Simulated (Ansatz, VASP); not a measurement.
One calculation of SiC, two programs

Contents of INCAR:

```
PREC = Accurate
ENCUT = 520
EDIFF = 1E-6
ISMEAR = 0
SIGMA = 0.028999999999999998
LREAL = F
LASPH = T
NELM = 80
ALGO = Normal
ISIF = 2
LWAVE = F
LCHARG = T
GGA = PE
LELF = T
LVHAR = T
NBANDS = 11
```

File KPOINTS:

```
Automatic mesh
0
Gamma
  10 10 10
```

The input POSCAR:

```
SiC
1.0
    0.0000000000      2.1790000000      2.1790000000
    2.1790000000      0.0000000000      2.1790000000
    2.1790000000      2.1790000000      0.0000000000
Si C
1 1
Direct
    0.0000000000      0.0000000000      0.0000000000
    0.7500000000      0.7500000000      0.7500000000
```

Contents of input.yaml:

```yaml
crystal:
  lattice:
    - [0.0, 2.179, 2.179]
    - [2.179, 0.0, 2.179]
    - [2.179, 2.179, 0.0]
  atoms:
    - { symbol: Si, position: [0.0, 0.0, 0.0] }
    - { symbol: C, position: [0.75, 0.75, 0.75] }
kpoints:
  mp_grid: { grid: [10, 10, 10] }
scf:
  occupations: { method: gaussian, width: 0.029 }
hamiltonian:
  xc: pbe
  pseudopotentials: { kind: all_electron, lapw: { basis_error: 0.001 } }
output:
  forces: true
  stress: true
  eigenvalues: true
```

Alike in both runs: task single point; functional PBE; k mesh 10 × 10 × 10; occupations gaussian, width 0.029 eV; no spin polarisation.

```csv
,VASP,Ansatz
version,VASP 6.6.1,Ansatz 0.2.0
potentials or method,"VASP PAW PBE potentials, release 64 (Si, C), cutoff 520 eV","all-electron LAPW, scalar-relativistic"
```

|  | VASP | Ansatz | Ansatz less VASP |
| --- | --- | --- | --- |
| gap on the k mesh at the Fermi level (eV) | 1.36 | 1.36 | +0.002 |
| least direct gap on the mesh (eV) | 4.54 | 4.55 | +0.005 |
| pressure (GPa) | 3.2 | 3.3 | +0.07 |

Ansatz ran all-electron here, and VASP with PAW potentials.
